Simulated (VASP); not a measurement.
Wanted: the native input for a VASP 6.6.1 run.

```
Task                   : electric field gradients
Functional             : r2SCAN
Potentials or basis    : VASP PAW PBE potentials, release 64 (Cr_pv)
Cutoff                 : 520 eV
k mesh                 : 16 × 16 × 16
Occupations            : gaussian, width 0.05 eV
Spin                   : collinear spin, antiferromagnetic start
Starting moments       : [2.75, -2.75] μB
Dipole correction      : no
Further INCAR settings : ALGO = Normal; EDIFF = 1e-08; NBANDS = 23
```

Cr:

```xyz
2
Lattice="2.8839 0.0000 0.0000 0.0000 2.8839 0.0000 0.0000 0.0000 2.8839" Properties=species:S:1:pos:R:3 pbc="T T T"
Cr    0.0000    0.0000    0.0000
Cr    1.4420    1.4420    1.4420
```

One way to write it, as run:

POSCAR

```
Cr
1.0
    2.8839000000      0.0000000000      0.0000000000
    0.0000000000      2.8839000000      0.0000000000
    0.0000000000      0.0000000000      2.8839000000
Cr
2
Direct
    0.0000000000      0.0000000000      0.0000000000
    0.5000000000      0.5000000000      0.5000000000
```

INCAR.step1

```
  PREC = Accurate
  ENCUT = 520
  ISMEAR = 0
  SIGMA = 0.05
  LREAL = False
  LASPH = True
  NELM = 150
  ISPIN = 2
  MAGMOM = 2.75 -2.75
  LMAXMIX = 4
  NBANDS = 23
  GGA = PE
  ALGO = Normal
  EDIFF = 1E-4
  LWAVE = True
  LCHARG = False
```

INCAR.step2

```
  PREC = Accurate
  ENCUT = 520
  EDIFF = 1E-8
  ISMEAR = 0
  SIGMA = 0.05
  LREAL = False
  LASPH = True
  NELM = 150
  ALGO = Normal
  ISIF = 2
  LWAVE = False
  LCHARG = False
  ISPIN = 2
  MAGMOM = 2.75 -2.75
  LORBIT = 11
  LMAXMIX = 4
  METAGGA = R2SCAN
  LMIXTAU = True
  LEFG = True
  NBANDS = 23
  ISTART = 1
```

KPOINTS

```
Automatic mesh
0
Gamma
  16 16 16
```

Potentials or basis: VASP PAW PBE potentials, release 64 (Cr_pv).

Launch:

```console
$ cat potpaw_PBE.64/Cr_pv/POTCAR > POTCAR
$ cp INCAR.step1 INCAR
$ mpirun -np 1 vasp_std > vasp.out
$ cp INCAR.step2 INCAR
$ mpirun -np 1 vasp_std > vasp.out
```

Results of the run:

```
Pressure                                              : 11.0 GPa
Band gap on the k mesh                                : zero (filled and empty bands overlap)
Net moment                                            : 0.00 μB per cell
Site moments                                          : Cr +2.34, -2.34 μB
Largest electric field gradient by atom               : under 0.05 V/Å² on every atom
Valence electrons inside the program's atomic spheres : Cr 11.22
```

Caveat: the cell stands under pressure; the antiferromagnetic order is the one typed at the start, and another may lie lower; the PAW data sets were made with another functional, which shifts forces and pressure a little.

Wall time 19 min on 1 thread of Oxide Virtual Turin-like Processor, with other jobs on the host, peak memory 0.21 GiB.
